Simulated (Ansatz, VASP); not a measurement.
# Two plane-wave programs on HfC

The input INCAR:

```
SYSTEM = HfC
ALGO = Normal
EDIFF = 1E-6
ENCUT = 600
GGA = PS
GGA_COMPAT = .FALSE.
ISIF = 2
ISMEAR = -1
LASPH = .TRUE.
LCHARG = .FALSE.
LREAL = .FALSE.
LWAVE = .FALSE.
NBANDS = 22
NELM = 120
PREC = Accurate
SIGMA = 0.1
```

KPOINTS

```
k-points
0
G
  5 5 3
  0 0 0
```

File POSCAR:

```
HfC
1.0
    3.3428660000      0.0000000000      0.0000000000
   -1.6714330000      2.8950068774      0.0000000000
    0.0000000000      0.0000000000      5.2027140000
Hf C
2 2
Direct
    0.6666666667      0.3333333333      0.7500000000
    0.3333333333      0.6666666667      0.2500000000
    0.0000000000      0.0000000000      0.0000000000
    0.0000000000      0.0000000000      0.5000000000
```

Input for Ansatz:

```yaml
crystal:
  lattice:
    a: 3.342866
    b: 3.342866
    c: 5.202714
    alpha: 90.0
    beta: 90.0
    gamma: 120.0
  space_group: 194
  atoms:
    - { symbol: Hf, position: [0.6666666666666666, 0.3333333333333333, 0.75] }
    - { symbol: C, position: [0.0, 0.0, 0.0] }
basis:
  ecutwfc: 517.016338673772
kpoints:
  mp_grid:
    grid: [5, 5, 3]
hamiltonian:
  xc: pbesol
scf:
  occupations:
    method: fermi_dirac
    width: 0.1
output:
  forces: true
  stress: true
```

Alike in both runs: task single point; functional PBEsol; k mesh 5 × 5 × 3; occupations fermi-dirac, width 0.1 eV; no spin polarisation.

```csv
,VASP,Ansatz
version,VASP 6.6.1,Ansatz 0.2.0
potentials or method,"VASP PAW PBE potentials, release 64 (Hf_pv, C), cutoff 600 eV","plane waves, PAW"
valence electrons in the cell,28,60
```

|  | VASP | Ansatz | Ansatz less VASP |
| --- | --- | --- | --- |
| pressure (GPa) | -8.0 | -7.4 | +0.57 |
| traceless stress, the component that is largest in VASP (GPa) | 2.75 | 2.68 | -0.068 |

VASP's potentials were made for PBE, not for PBEsol. The functional is the same, so the differences come from potentials, cutoffs and numerics. VASP's potentials hold 28 valence electrons a cell and Ansatz's 60, so a difference there can come from the potentials and not from the codes.

The k mesh is coarse, so the values compare programs but aren't converged. Neither program's run includes spin-orbit coupling.
